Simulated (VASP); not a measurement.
Here is a VASP 6.6.1 calculation.

The input INCAR:

```
ALGO = Normal
DIPOL = 0.5 0.5 0.396
EDIFF = 1E-6
ENCUT = 520
GGA = PE
IDIPOL = 3
ISIF = 2
ISMEAR = 0
IVDW = 12
LASPH = True
LCHARG = False
LDIPOL = True
LREAL = False
LWAVE = False
NBANDS = 35
NELM = 80
PREC = Accurate
SIGMA = 0.05
```

The input KPOINTS:

```
k-points
0
Gamma
  9 9 1
```

File POSCAR:

```
Te2Mo
1.0
    3.5038817003      0.0000000000      0.0000000000
   -1.7519408501      3.0344505643      0.0000000000
    0.0000000000      0.0000000000     24.7677199090
Te Mo
4 2
Direct
    0.3333333333      0.6666666667      0.1816881011
    0.3333333333      0.6666666667      0.3282687285
    1.0000000000      1.0000000000      0.4647074951
    1.0000000000      1.0000000000      0.6112856925
    0.6666666667      0.3333333333      0.2550579319
    0.6666666667      1.3333333333      0.5379195192
```

Potentials or basis: VASP PAW PBE potentials, release 64 (Te, Mo_sv).

Command:

```console
$ cat potpaw_PBE.64/Te/POTCAR potpaw_PBE.64/Mo_sv/POTCAR > POTCAR
$ mpirun -np 1 vasp_std > vasp.out
```

(1) What does it give for the largest force?

(2) Predict the band gap on the k mesh.

(3) Estimate the dispersion energy per atom.

Results:

(1) 0.014 eV/Å.

(2) 1.07 eV (least direct gap 1.15 eV).

(3) -0.469 eV.

Caveat: the cell differs from its parent crystal (layers slid over each other, then relaxed in part); spin-orbit coupling is left out, which moves the levels of the heavy elements.
